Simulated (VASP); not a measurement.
# Ga (Cmce) in VASP: vibrations by perturbation theory with PBEsol

Aim: the vibrations by perturbation theory of Ga with PBEsol.

All numbers are computed with VASP 6.6.1; they aren't measurements. Logs are shortened: lines on timing, memory, paths and dates and some standing lists are left out, and cuts for length are marked.

### 1 The cell of the first run

It takes space group Cmce (No. 64, orthorhombic). Conventional cell: a = 4.523 Å, b = 7.661 Å, c = 4.524 Å, α = 90.00°, β = 90.00°, γ = 90.00°. Within 3.3 Å of Ga (site symmetry m) lie 7 Ga at 2.48 to 2.79 Å.

### 2 Vibrations by perturbation theory, PBEsol

The input, INCAR:

```
PREC = Accurate ; ENCUT = 520
EDIFF = 1E-8 ; ISMEAR = -1
SIGMA = 0.05 ; LREAL = False
LASPH = True ; NELM = 100
ALGO = Fast ; ISIF = 2
LWAVE = False ; LCHARG = False
GGA = PS ; NBANDS = 34
IBRION = 8 ; NSW = 1
```

The input, KPOINTS:

```
regular mesh
0
Gamma
  6 6 6
```

The input, POSCAR:

```
Ga
1.0
    2.2615000000     -3.8305000000      0.0000000000
    2.2615000000      3.8305000000      0.0000000000
    0.0000000000      0.0000000000      4.5240000000
Ga
4
Direct
    0.3451000000      0.6549000000      0.4190000000
    0.1549000000      0.8451000000      0.9190000000
    0.6549000000      0.3451000000      0.5810000000
    0.8451000000      0.1549000000      0.0810000000
```

Potentials or basis: VASP PAW PBE potentials, release 64 (Ga_d).

Started as:

```console
cat potpaw_PBE.64/Ga_d/POTCAR > POTCAR
mpirun -np 1 vasp_std > vasp.out
```

OUTCAR:

```text
PREC = Accurate
   ENCUT = 520
   EDIFF = 1E-8
   ISMEAR = -1
   LREAL = False
   LASPH = True
   NELM = 100
   ISIF = 2
   GGA = PS
   IBRION = 8
   NSW = 1

 ion  position               nearest neighbor table
   1  0.345  0.655  0.419-   3 2.48   2 2.69   2 2.69   4 2.73   4 2.73   3 2.79   3 2.79
   2  0.155  0.845  0.919-   4 2.48   1 2.69   1 2.69   3 2.73   3 2.73   4 2.79   4 2.79
   3  0.655  0.345  0.581-   1 2.48   4 2.69   4 2.69   2 2.73   2 2.73   1 2.79   1 2.79
   4  0.845  0.155  0.081-   2 2.48   3 2.69   3 2.69   1 2.73   1 2.73   2 2.79   2 2.79

  LATTYP: Found a base centered orthorhombic cell.
 ALAT       =     4.5230000000
 B/A-ratio  =     1.6937873093
 C/A-ratio  =     1.0002210922

  Lattice vectors:

 A1 = (   2.2615000000,  -3.8305000000,   0.0000000000)
 A2 = (   2.2615000000,   3.8305000000,   0.0000000000)
 A3 = (   0.0000000000,   0.0000000000,   4.5240000000)

Analysis of symmetry for initial positions (statically):
=====================================================================
 Subroutine PRICEL returns:
 Original cell was already a primitive cell.

 Routine SETGRP: Setting up the symmetry group for a
 base centered orthorhombic supercell.

 Subroutine GETGRP returns: Found  8 space group operations
 (whereof  4 operations were pure point group operations)
 out of a pool of  8 trial point group operations.

The static configuration has the point symmetry C_2h.
 The point group associated with its full space group is D_2h.

Analysis of symmetry for dynamics (positions and initial velocities):
=====================================================================
 Subroutine PRICEL returns:
 Original cell was already a primitive cell.

 Routine SETGRP: Setting up the symmetry group for a
 base centered orthorhombic supercell.

 Subroutine GETGRP returns: Found  8 space group operations
 (whereof  4 operations were pure point group operations)
 out of a pool of  8 trial point group operations.

The dynamic configuration has the point symmetry C_2h.
 The point group associated with its full space group is D_2h.

 Subroutine INISYM returns: Found  8 space group operations
 (whereof  4 operations are pure point group operations),
 and found     1 'primitive' translations

----------------------------------------------------------------------------------------

                                     Primitive cell

  volume of cell :      78.3799

  direct lattice vectors                    reciprocal lattice vectors
     2.261500000 -3.830500000  0.000000000     0.221092195 -0.130531262  0.000000000
     2.261500000  3.830500000  0.000000000     0.221092195  0.130531262  0.000000000
     0.000000000  0.000000000  4.524000000     0.000000000  0.000000000  0.221043324

  length of vectors
     4.448270731  4.448270731  4.524000000     0.256749234  0.256749234  0.221043324

  position of ions in fractional coordinates (direct lattice)
     0.345100000  0.654900000  0.419000000
     0.154900000  0.845100000  0.919000000
     0.654900000  0.345100000  0.581000000
     0.845100000  0.154900000  0.081000000

  ion indices of the primitive-cell ions
   primitive index   ion index
                 1           1
                 2           2
                 3           3
                 4           4

[... 132 lines left out ...]
      2     -10.2117      2.00000
      3     -10.1866      2.00000
      4     -10.1657      2.00000
      5     -10.1358      2.00000
      6     -10.1113      2.00000
[... 877 lines left out ...]
     33      12.7083      0.00000
     34      13.7522      0.00000

 [... further k-points ...]

------------------------ aborting loop because EDIFF is reached ----------------------------------------

  FORCE on cell =-STRESS in cart. coord.  units (eV):
  Direction    XX          YY          ZZ          XY          YZ          ZX
  --------------------------------------------------------------------------------------
  -------------------------------------------------------------------------------------
  Total       -1.0741906     -0.5097738     -0.6445596      0.0000000      0.0000000      0.0000000
  in kB      -21.9577219    -10.4203765    -13.1755580      0.0000000      0.0000000      0.0000000
  external PRESSURE =     -15.1845522 kB  Pullay stress =       0.0000000 kB

 VOLUME and BASIS-vectors are now :
 -----------------------------------------------------------------------------
  energy-cutoff  :      520.00
  volume of cell :       78.38
      direct lattice vectors                 reciprocal lattice vectors
     2.261500000 -3.830500000  0.000000000     0.221092195 -0.130531262  0.000000000
     2.261500000  3.830500000  0.000000000     0.221092195  0.130531262  0.000000000
     0.000000000  0.000000000  4.524000000     0.000000000  0.000000000  0.221043324

 POSITION                                       TOTAL-FORCE (eV/Angst)
 -----------------------------------------------------------------------------------
      2.26150      1.18669      1.89556         0.000000      0.113785     -0.054886
      2.26150      2.64381      4.15756         0.000000     -0.113785     -0.054886
      2.26150     -1.18669      2.62844         0.000000     -0.113785      0.054886
      2.26150     -2.64381      0.36644         0.000000      0.113785      0.054886
 -----------------------------------------------------------------------------------
    total drift:                               -0.000000     -0.000000      0.000000

  FREE ENERGIE OF THE ION-ELECTRON SYSTEM (eV)
  ---------------------------------------------------
  free  energy   TOTEN  =       -13.3965861477 eV

  energy  without entropy=      -13.3917926714  energy(sigma->0) =      -13.39418941

[... ionic steps 2 to 3 ...]

--------------------------------------- Ionic step        4  -------------------------------------------

------------------------ aborting loop because EDIFF is reached ----------------------------------------

--------------------------------------- Ionic step        5  -------------------------------------------

------------------------ aborting loop because EDIFF is reached ----------------------------------------

--------------------------------------- Ionic step        6  -------------------------------------------

 Free energy of the ion-electron system (eV)
  ---------------------------------------------------
  ---------------------------------------------------
  free energy    TOTEN  =        -0.16719938 eV

  energy without entropy =       -0.16719681

------------------------ aborting loop because EDIFF is reached ----------------------------------------

 INTERNAL STRAIN TENSOR  FOR ION    1  DIRECTION 3   (eV/Angst):
 -----------------------------------------------------------------------------
    -1.01033  0.00000  0.00000
     0.00000  2.24379  1.67135
     0.00000  1.94798 -0.90190

 INTERNAL STRAIN TENSOR FOR ION    4 for displacements in x,y,z  (eV/Angst):
          X           Y           Z          XY          YZ          ZX
  --------------------------------------------------------------------------------
  x     0.00000     0.00000     0.00000     0.20959     0.00000     0.47845
  y     2.65777    -5.21790     2.78964     0.00000    -1.59976     0.00000
  z     1.01033    -2.24379     0.90190     0.00000     1.94798     0.00000

 SECOND DERIVATIVES (NOT SYMMETRIZED)
 ------------------------------------
               1X          1Y          1Z          2X          2Y          2Z          3X          3Y          3Z          4X          4Y          4Z
  1X    -2.761192    0.000000    0.000000   -1.314494    0.000000    0.000000    1.734493    0.000000    0.000000    2.341193    0.000000    0.000000
  1Y     0.000000   -6.622686    1.138254    0.000000    1.605973    0.013918    0.000000    5.475914   -1.112308    0.000000   -0.459202   -0.039864
  1Z     0.000000    1.123688   -4.118165    0.000000   -0.037912    2.967414    0.000000   -1.112708    0.267422    0.000000    0.026933    0.883330
  2X    -1.314494    0.000000    0.000000   -2.761192    0.000000    0.000000    2.341193    0.000000    0.000000    1.734493    0.000000    0.000000
  2Y     0.000000    1.605973   -0.013918    0.000000   -6.622686   -1.138254    0.000000   -0.459202    0.039864    0.000000    5.475914    1.112308
  2Z     0.000000    0.037912    2.967414    0.000000   -1.123688   -4.118165    0.000000   -0.026933    0.883330    0.000000    1.112708    0.267422
  3X     1.734493    0.000000    0.000000    2.341193    0.000000    0.000000   -2.761192    0.000000    0.000000   -1.314494    0.000000    0.000000
  3Y     0.000000    5.475914   -1.112308    0.000000   -0.459202   -0.039864    0.000000   -6.622686    1.138254    0.000000    1.605973    0.013918
  3Z     0.000000   -1.112708    0.267422    0.000000    0.026933    0.883330    0.000000    1.123688   -4.118165    0.000000   -0.037912    2.967414
  4X     2.341193    0.000000    0.000000    1.734493    0.000000    0.000000   -1.314494    0.000000    0.000000   -2.761192    0.000000    0.000000
  4Y     0.000000   -0.459202    0.039864    0.000000    5.475914    1.112308    0.000000    1.605973   -0.013918    0.000000   -6.622686   -1.138254
  4Z     0.000000   -0.026933    0.883330    0.000000    1.112708    0.267422    0.000000    0.037912    2.967414    0.000000   -1.123688   -4.118165

 Eigenvectors and eigenvalues of the dynamical matrix
 ----------------------------------------------------

   1 f  =    7.152644 THz    44.941386 2PiTHz  238.586515 cm-1    29.580945 meV
             X         Y         Z           dx          dy          dz
      2.261500  1.186689  1.895556     0.000000    0.491452   -0.092057
      2.261500  2.643811  4.157556     0.000000   -0.491452   -0.092057
      2.261500 -1.186689  2.628444    -0.000000   -0.491452    0.092057
      2.261500 -2.643811  0.366444    -0.000000    0.491452    0.092057
[... 71 lines left out ...]
  12 f/i=    0.017504 THz     0.109983 2PiTHz    0.583884 cm-1     0.072392 meV
             X         Y         Z           dx          dy          dz
      2.261500  1.186689  1.895556     0.000000    0.499997    0.001684
      2.261500  2.643811  4.157556     0.000000    0.499997   -0.001684
      2.261500 -1.186689  2.628444     0.000000    0.499997    0.001684
      2.261500 -2.643811  0.366444     0.000000    0.499997   -0.001684

--------------------------------------------------------------------------------------------------------

 ELASTIC MODULI CONTR FROM IONIC RELAXATION (kBar)
 Direction    XX          YY          ZZ          XY          YZ          ZX
 --------------------------------------------------------------------------------
 XX         -54.9631    114.2917    -53.8003      0.0000      0.0000     -0.0000
 YY         114.2917   -239.7933    110.5749     -0.0000     -0.0000      0.0000
 ZZ         -53.8003    110.5749    -53.4536      0.0000      0.0000     -0.0000
 XY           0.0000     -0.0000      0.0000     -4.2760      0.0000      0.0000
 YZ           0.0000     -0.0000      0.0000      0.0000    -92.7786      0.0000
 ZX          -0.0000      0.0000     -0.0000      0.0000      0.0000     -2.2962
 --------------------------------------------------------------------------------
```

Wall time 39 min (1 thread of Oxide Virtual Turin-like, shared host); peak memory 0.6 GiB.

Results:

```yaml
Highest_phonon_frequency_at_Γ: 239 cm⁻¹
```

Phonon frequencies in cm⁻¹ (negative: imaginary):
| q point | frequencies |
| --- | --- |
| (0.000, 0.000, 0.000) | -1 0 0 57 85 89 95 146 173 178 208 239 |

Caveat: the cell stands under pressure or tension, which shifts response properties; the PAW data sets were made with another functional, which shifts forces and pressure a little.
